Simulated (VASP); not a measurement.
# CuO (Cc) in VASP: further runs

Aim: see how the results for CuO move with the level of theory and the settings. Levels: BLYP, LDA. Tasks: single point.

Program: VASP 6.6.1. These are calculated values, not measurements. Logs are shortened: lines on timing, memory, paths and dates and some standing lists are left out, and cuts for length are marked.

**1. The cell of the first run**

It takes space group Cc (No. 9, monoclinic). The conventional cell has a = 4.720 Å, b = 3.449 Å, c = 5.166 Å, α = 90.00°, β = 99.65°, γ = 90.00°. Cu (site symmetry 1) has 4 O at 1.92 to 2.03 Å within 2.5 Å. O (site symmetry 1) has 4 Cu at 1.92 to 2.03 Å within 2.5 Å.

**2. Single point, BLYP**

INCAR

```
SYSTEM = CuO
  PREC = Accurate
  ENCUT = 820
  EDIFF = 1E-6
  ISMEAR = -1
  SIGMA = 0.05
  LREAL = .False.
  LASPH = .True.
  NELM = 120
  ALGO = Normal
  ISIF = 2
  LWAVE = .False.
  LCHARG = .False.
  GGA = B5
  ALDAX = 1.0
  AGGAX = 1.0
  AGGAC = 1.0
  ALDAC = 0.0
  NBANDS = 33
  GGA_COMPAT = .False.
```

KPOINTS

```
Automatic mesh
0
Gamma
  10 10 5
  0 0 0
```

POSCAR

```
CuO
1.0
    2.3601776944     -1.7247471694      0.0000000000
    2.3601776944      1.7247471694      0.0000000000
   -0.8662490821      0.0000000000      5.0929466782
Cu O
2 2
Direct
    0.0032000000      0.4968000000      0.0000000000
    0.4968000000      0.0032000000      0.5000000000
    0.5714000000      0.4056000000      0.2537000000
    0.4056000000      0.5714000000      0.7537000000
```

Potentials or basis: VASP PAW PBE potentials, release 64 (Cu_sv_GW, O).

Run with:

```console
cat potpaw_PBE.64/Cu_sv_GW/POTCAR potpaw_PBE.64/O/POTCAR > POTCAR
mpirun -np 1 vasp_std > vasp.out
```

OUTCAR:

```text
SYSTEM = CuO
   PREC = Accurate
   ENCUT = 820
   EDIFF = 1E-6
   ISMEAR = -1
   LREAL = .False.
   LASPH = .True.
   NELM = 120
   ISIF = 2
   GGA = B5

 ion  position               nearest neighbor table
   1  0.003  0.497  0.000-   4 1.92   3 1.95   4 1.99   3 2.03
   2  0.497  0.003  0.500-   3 1.92   4 1.95   3 1.99   4 2.03
   3  0.571  0.406  0.254-   2 1.92   1 1.95   2 1.99   1 2.03
   4  0.406  0.571  0.754-   1 1.92   2 1.95   1 1.99   2 2.03

  LATTYP: Found a base centered monoclinic cell.
 ALAT       =     4.7203553888
 B/A-ratio  =     0.7307700490
 C/A-ratio  =     1.0944283419
 COS(beta)  =    -0.1676798045

  Lattice vectors:

 A1 = (   2.3601776944,  -1.7247471694,   0.0000000000)
 A2 = (   2.3601776944,   1.7247471694,   0.0000000000)
 A3 = (  -0.8662490821,   0.0000000000,   5.0929466782)

Analysis of symmetry for initial positions (statically):
=====================================================================
 Subroutine PRICEL returns:
 Original cell was already a primitive cell.

 Routine SETGRP: Setting up the symmetry group for a
 base centered monoclinic supercell.

 Subroutine GETGRP returns: Found  2 space group operations
 (whereof  1 operations were pure point group operations)
 out of a pool of  4 trial point group operations.

The static configuration has the point symmetry C_1 .
 The point group associated with its full space group is C_1h.

Analysis of symmetry for dynamics (positions and initial velocities):
=====================================================================
 Subroutine PRICEL returns:
 Original cell was already a primitive cell.

 Routine SETGRP: Setting up the symmetry group for a
 base centered monoclinic supercell.

 Subroutine GETGRP returns: Found  2 space group operations
 (whereof  1 operations were pure point group operations)
 out of a pool of  4 trial point group operations.

The dynamic configuration has the point symmetry C_1 .
 The point group associated with its full space group is C_1h.

 Subroutine INISYM returns: Found  2 space group operations
 (whereof  1 operations are pure point group operations),
 and found     1 'primitive' translations

----------------------------------------------------------------------------------------

                                     Primitive cell

  volume of cell :      41.4638

  direct lattice vectors                    reciprocal lattice vectors
     2.360177694 -1.724747169  0.000000000     0.211848456 -0.289897562  0.036032879
     2.360177694  1.724747169  0.000000000     0.211848456  0.289897562  0.036032879
    -0.866249082  0.000000000  5.092946678     0.000000000  0.000000000  0.196349984

  length of vectors
     2.923215960  2.923215960  5.166090721     0.360858328  0.360858328  0.196349984

  position of ions in fractional coordinates (direct lattice)
     0.003200000  0.496800000  0.000000000
     0.496800000  0.003200000  0.500000000
     0.571400000  0.405600000  0.253700000
     0.405600000  0.571400000  0.753700000

  ion indices of the primitive-cell ions
   primitive index   ion index
                 1           1
                 2           2
                 3           3
                 4           4

----------------------------------------------------------------------------------------

 KPOINTS: Automatic mesh

Automatic generation of k-mesh.
 Grid dimensions read from file:
 generate k-points for:   10   10    5

 Generating k-lattice:

  Cartesian coordinates                     Fractional coordinates (reciprocal lattice)
     0.021184846 -0.028989756  0.003603288     0.100000000  0.000000000 -0.000000000
     0.021184846  0.028989756  0.003603288     0.000000000  0.100000000 -0.000000000
     0.000000000  0.000000000  0.039269997     0.000000000  0.000000000  0.200000000

  Length of vectors
     0.036085833  0.036085833  0.039269997

  Shift w.r.t. Gamma in fractional coordinates (k-lattice)
     0.000000000  0.000000000  0.000000000

 Subroutine IBZKPT returns following result:
 ===========================================

 Found    141 irreducible k-points:

 Following reciprocal coordinates:
            Coordinates               Weight
  0.000000  0.000000  0.000000      1.000000
  0.100000 -0.000000  0.000000      4.000000
  0.200000 -0.000000  0.000000      4.000000
  0.300000  0.000000  0.000000      4.000000
  0.400000  0.000000 -0.000000      4.000000
  0.500000  0.000000  0.000000      2.000000
[... 16 lines left out ...]
  0.300000  0.300000  0.000000      2.000000
  0.400000  0.300000  0.000000      4.000000
 [... further k-points ...]
   k-points           NKPTS =    141   k-points in BZ     NKDIM =    141   number of bands    NBANDS=     33
   number of dos      NEDOS =    301   number of ions     NIONS =      4
   total plane-waves  NPLWV =  37632
   dimension x,y,z NGX =    28 NGY =   28 NGZ =   48
   dimension x,y,z NGXF=    56 NGYF=   56 NGZF=   96
   ions per type =               2   2
   NGX,Y,Z   is equivalent  to a cutoff of  15.92, 15.92, 15.45 a.u.
   NGXF,Y,Z  is equivalent  to a cutoff of  31.85, 31.85, 30.89 a.u.
 SYSTEM =  CuO
   PREC   = accura    normal or accurate (medium, high low for compatibility)
   ISTART =      0    job   : 0-new  1-cont  2-samecut
   ICHARG =      2    charge: 1-file 2-atom 10-const
   ISPIN  =      1    spin polarized calculation?
   LNONCOLLINEAR =      F non collinear calculations
   LSORBIT =      F    spin-orbit coupling
   LASPH  =      T    aspherical Exc in radial PAW
   ENCUT  =  820.0 eV  60.27 Ry    7.76 a.u.   6.83  6.83 12.06*2*pi/ulx,y,z
   NELM   =    120;   NELMIN=  2; NELMDL= -5     # of ELM steps
   EDIFF  = 0.1E-05   stopping-criterion for ELM
   LREAL  =      F    real-space projection
   EDIFFG = 0.1E-04   stopping-criterion for IOM
   NSW    =      0    number of steps for IOM
   IBRION =     -1    ionic relax: 0-MD 1-quasi-New 2-CG
   NFREE  =      0    steps in history (QN), initial steepest desc. (CG)
   ISIF   =      2    stress and relaxation
   ISYM   =      2    0-nonsym 1-usesym 2-fastsym
   POTIM  = 0.5000    time-step for ionic-motion
   TEBEG  =    0.0;   TEEND  =   0.0 temperature during run
   PSTRESS=    0.0 pullay stress
   NELECT =      50.0000    total number of electrons
   NUPDOWN=      -1.0000    fix difference up-down
   EMIN   =  10.00;   EMAX   =-10.00  energy-range for DOS
   EFERMI =   0.00;   METHOD = LEGACY
   ISMEAR =    -1;   SIGMA  =   0.05  broadening in eV -4-tet -1-fermi 0-gaus
   EFERMI_NEDOS =   21; number of points for ismear=-14 and -15
   IALGO  =     38    algorithm
   IMIX   =      4    mixing-type and parameters
     AMIX     =   0.40;   BMIX     =  1.00
     AMIX_MAG =   1.60;   BMIX_MAG =  1.00
  volume/ion in A,a.u.               =      10.37        69.95
  Fermi-wavevector in a.u.,A,eV,Ry     =   1.742509  3.292865 41.311890  3.036338
  Thomas-Fermi vector in A             =   2.814760
   LORBIT       =      0    0 simple, 1 ext, 2 COOP (PROOUT), +10 PAW based schemes
   GGA     = B5    functional components
   LHFCALC =     F    Hartree Fock is set to
   AEXX    =    0.0000 exact exchange contribution
   IVDW    =     0    specifies the selected vdW correction
   LEPSILON=     F    determine dielectric tensor
   LRPA    =     F    only Hartree local field effects (RPA)
 non-spin polarized calculation
  energy-cutoff  :      820.00
  volume of cell :       41.46
 maximum number of plane-waves:      2229
   NGX = 13   NGY = 13   NGZ = 25

 number of electron      49.9999990 magnetization

 Free energy of the ion-electron system (eV)
  ---------------------------------------------------
  ext. energy  EPLUGINS =         0.00000000
  ---------------------------------------------------
  free energy    TOTEN  =       -18.08221628 eV

  energy without entropy =      -18.06286047  energy(sigma->0) =      -18.07253837

 E-fermi :   5.7667     XC(G=0): -11.6440

 val. band max:        5.7639736175   @ k =  -0.2000   0.3000   0.4000
 cond. band min:       5.7764882393   @ k =   0.3000   0.2000   0.4000
 fundamental gap:      0.0125146217
 Fermi energy:         5.7666911350

 k-point     1 :       0.0000    0.0000    0.0000
  band No.  band energies     occupation
      1    -106.2897      2.00000
      2    -106.2891      2.00000
      3     -64.1002      2.00000
      4     -64.0998      2.00000
      5     -64.0775      2.00000
      6     -64.0692      2.00000
[... 25 lines left out ...]
     32      22.3273      0.00000
     33      22.6916      0.00000

 k-point     2 :       0.1000   -0.0000    0.0000
  band No.  band energies     occupation
      1    -106.2896      2.00000
      2    -106.2891      2.00000
      3     -64.1012      2.00000
      4     -64.1000      2.00000
      5     -64.0774      2.00000
      6     -64.0694      2.00000
[... 25 lines left out ...]
     32      21.6336      0.00000
     33      22.7552      0.00000

 k-point     3 :       0.2000   -0.0000    0.0000
  band No.  band energies     occupation
      1    -106.2894      2.00000
      2    -106.2890      2.00000
      3     -64.1042      2.00000
      4     -64.1002      2.00000
      5     -64.0766      2.00000
      6     -64.0697      2.00000
[... 25 lines left out ...]
     32      20.8678      0.00000
     33      22.2615      0.00000

 k-point     4 :       0.3000    0.0000    0.0000
  band No.  band energies     occupation
      1    -106.2892      2.00000
      2    -106.2889      2.00000
      3     -64.1080      2.00000
      4     -64.1004      2.00000
      5     -64.0756      2.00000
      6     -64.0705      2.00000
[... 25 lines left out ...]
     32      19.7472      0.00000
     33      22.0853      0.00000

 k-point     5 :       0.4000    0.0000   -0.0000
  band No.  band energies     occupation
      1    -106.2889      2.00000
      2    -106.2888      2.00000
      3     -64.1111      2.00000
      4     -64.1004      2.00000
      5     -64.0743      2.00000
      6     -64.0714      2.00000
[... 604 lines left out ...]
 k-point    22 :      -0.2000    0.2000    0.0000
  band No.  band energies     occupation
      1    -106.2891      2.00000
      2    -106.2888      2.00000
      3     -64.1048      2.00000
      4     -64.1039      2.00000
      5     -64.0748      2.00000
      6     -64.0711      2.00000
[... 25 lines left out ...]
     32      19.6147      0.00000
     33      19.7494      0.00000

 k-point    23 :       0.3000    0.3000    0.0000
  band No.  band energies     occupation
      1    -106.2888      2.00000
      2    -106.2883      2.00000
      3     -64.1091      2.00000
      4     -64.1066      2.00000
      5     -64.0758      2.00000
      6     -64.0696      2.00000
[... 25 lines left out ...]
     32      20.3132      0.00000
     33      20.8360      0.00000

 k-point    24 :       0.4000    0.3000    0.0000
  band No.  band energies     occupation
      1    -106.2887      2.00000
      2    -106.2883      2.00000
      3     -64.1115      2.00000
      4     -64.1073      2.00000
      5     -64.0754      2.00000
      6     -64.0700      2.00000
[... 25 lines left out ...]
     32      19.1048      0.00000
     33      20.3415      0.00000

 [... further k-points ...]

------------------------ aborting loop because EDIFF is reached ----------------------------------------

  FORCE on cell =-STRESS in cart. coord.  units (eV):
  Direction    XX          YY          ZZ          XY          YZ          ZX
  --------------------------------------------------------------------------------------
  -------------------------------------------------------------------------------------
  Total        1.9995733      2.3855819      1.9159767      0.0000000      0.0000000     -0.3718285
  in kB       77.2642595     92.1797744     74.0340562      0.0000000      0.0000000    -14.3675936
  external PRESSURE =      81.1593634 kB  Pullay stress =       0.0000000 kB

 VOLUME and BASIS-vectors are now :
 -----------------------------------------------------------------------------
  energy-cutoff  :      820.00
  volume of cell :       41.46
      direct lattice vectors                 reciprocal lattice vectors
     2.360177694 -1.724747169  0.000000000     0.211848456 -0.289897562  0.036032879
     2.360177694  1.724747169  0.000000000     0.211848456  0.289897562  0.036032879
    -0.866249082  0.000000000  5.092946678     0.000000000  0.000000000  0.196349984

 POSITION                                       TOTAL-FORCE (eV/Angst)
 -----------------------------------------------------------------------------------
      1.18009      0.85134      0.00000        -0.624062      0.342591      0.241564
      0.74696     -0.85134      2.54647        -0.624062     -0.342591      0.241564
      2.08613     -0.28596      1.29208         0.624062      0.302619     -0.241564
      1.65300      0.28596      3.83855         0.624062     -0.302619     -0.241564
 -----------------------------------------------------------------------------------
    total drift:                               -0.001300      0.000000      0.000003

  FREE ENERGIE OF THE ION-ELECTRON SYSTEM (eV)
  ---------------------------------------------------
  free  energy   TOTEN  =       -18.0822162802 eV

  energy  without entropy=      -18.0628604682  energy(sigma->0) =      -18.07253837
```

It took 6 min on 1 thread of Intel Xeon Platinum 8259CL at 2.50GHz (Skylake/Cascade Lake), shared host; peak memory 0.46 GiB.

What came out:

| Property | Result |
| --- | --- |
| Free energy | -18.0822 eV |
| Pressure | 8.1 GPa |
| Largest force | 0.752 eV/Å |
| Band gap on the k mesh | zero (bands 25 and 26 overlap by 0.59 eV) |

Forces in eV/Å, atoms in the order of the input:
```
Cu  -0.624  0.343  0.242
Cu  -0.624 -0.343  0.242
O    0.624  0.303 -0.242
O    0.624 -0.303 -0.242
```

Caveat: the cell stands under pressure; the PAW data sets were made with another functional, which shifts forces and pressure a little; semilocal functionals often make such compounds metallic where correlation or magnetic order opens a gap, which also shifts bond lengths.

[end of part 1 of 2]
